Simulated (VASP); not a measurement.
Input of a VASP 6.6.1 run:

Contents of INCAR:

```
SYSTEM = ZnS
PREC = Accurate
ENCUT = 600
EDIFF = 1E-6
ISMEAR = -1
SIGMA = 0.08
LREAL = .FALSE.
LASPH = .TRUE.
NELM = 100
ALGO = Normal
ISIF = 3
LWAVE = .FALSE.
LCHARG = .FALSE.
GGA = PE
IBRION = 2
NSW = 60
EDIFFG = -0.005
PSTRESS = 74.0
```

Contents of KPOINTS:

```
Automatic mesh
0
G
  13 13 13
  0 0 0
```

Contents of POSCAR:

```
ZnS
1.0
    0.0000000000      2.6251725494      2.6251725494
    2.6251725494      0.0000000000      2.6251725494
    2.6251725494      2.6251725494      0.0000000000
Zn S
1 1
Direct
    0.0000000000      0.0000000000      0.0000000000
    0.2500000000      0.2500000000      0.2500000000
```

Potentials or basis: VASP PAW PBE potentials, release 64 (Zn, S).

Command:

```console
$ cat potpaw_PBE.64/Zn/POTCAR potpaw_PBE.64/S/POTCAR > POTCAR
$ mpirun -np 1 vasp_std > vasp.out
```

Problem. What does it give for the relaxed cell?

Solution. a = 3.741 Å, b = 3.741 Å, c = 3.741 Å, α = 60.00°, β = 60.00°, γ = 60.00°.

Problem. Predict the space group after relaxing (to 0.1 Å).

Solution. F-43m (No. 216).

Problem. Estimate the band gap on the k mesh.

Solution. 2.40 eV.

Problem. What does it give for the relaxed volume?

Solution. 18.51 Å³/atom.

The path:
```csv
step,energy change (eV),largest force (eV/Å),pressure (GPa),volume (Å³)
1,0.0000,0.0000,9.77,36.18
2,-0.0689,0.0000,5.87,37.60
3,-0.0446,0.0000,7.39,37.02
```

Caveat: the cell is relaxed towards a set pressure, so the run minimises the enthalpy, not the energy; an odd mesh through Γ misses points on the zone boundary, where band edges can lie.
